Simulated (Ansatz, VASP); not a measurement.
Given: the input of a run of VASP 6.6.1 on GaAs.

INCAR

```
SYSTEM = GaAs
ALGO = Normal
EDIFF = 1E-6
EDIFFG = -0.01
ENCUT = 600
GGA = PE
IBRION = 2
ISIF = 3
ISMEAR = -1
IVDW = 13
LASPH = .TRUE.
LCHARG = .FALSE.
LREAL = .FALSE.
LWAVE = .FALSE.
NELM = 100
NSW = 80
PREC = Accurate
SIGMA = 0.05
```

File KPOINTS:

```
k-points
0
G
  8 8 8
  0 0 0
```

File POSCAR:

```
GaAs
1.0
    0.0000000000      2.8268500000      2.8268500000
    2.8268500000      0.0000000000      2.8268500000
    2.8268500000      2.8268500000      0.0000000000
As Ga
1 1
Direct
    0.7500000000      0.7500000000      0.7500000000
    0.0000000000      0.0000000000      0.0000000000
```

Potentials or basis: VASP PAW PBE potentials, release 64 (As, Ga_d).

Launch:

```bash
$ cat potpaw_PBE.64/As/POTCAR potpaw_PBE.64/Ga_d/POTCAR > POTCAR
$ mpirun -np 1 vasp_std > vasp.out
```

Problem. Translate it to Ansatz 0.2.0. Potentials there: all-electron LAPW, scalar-relativistic.

Solution. As run (the cutoff follows the program's own potentials):

The input input.yaml:

```yaml
crystal:
  lattice:
    - [0.0, 2.82685, 2.82685]
    - [2.82685, 0.0, 2.82685]
    - [2.82685, 2.82685, 0.0]
  atoms:
    - { symbol: As, position: [0.75, 0.75, 0.75] }
    - { symbol: Ga, position: [0.0, 0.0, 0.0] }
kpoints:
  mp_grid: { grid: [8, 8, 8] }
scf:
  occupations: { method: fermi_dirac, width: 0.05 }
hamiltonian:
  xc: pbe
  dispersion: d4
  pseudopotentials: { kind: all_electron, lapw: { basis_error: 0.001 } }
output:
  forces: true
  stress: true
relax:
  f_tol: 0.01
  max_steps: 60
  cell: {}
```

Potentials or basis: all-electron LAPW, scalar-relativistic.

The run is started by

```sh
$ ansatz run input.yaml --threads 1 --pin off --max-ram 3072MiB --backend cpu --events-out ev --progress --plain --runs-dir out
```

Both were run:

|  | VASP | Ansatz | Ansatz less VASP |
| --- | --- | --- | --- |
| relaxed volume (Å³/atom) | 22.73 | 22.66 | -0.068 |
| relaxed cell length with the largest relative difference (Å) | 4.006 | 4.002 | -0.0040 |

Ansatz ran all-electron here, and VASP with PAW potentials.
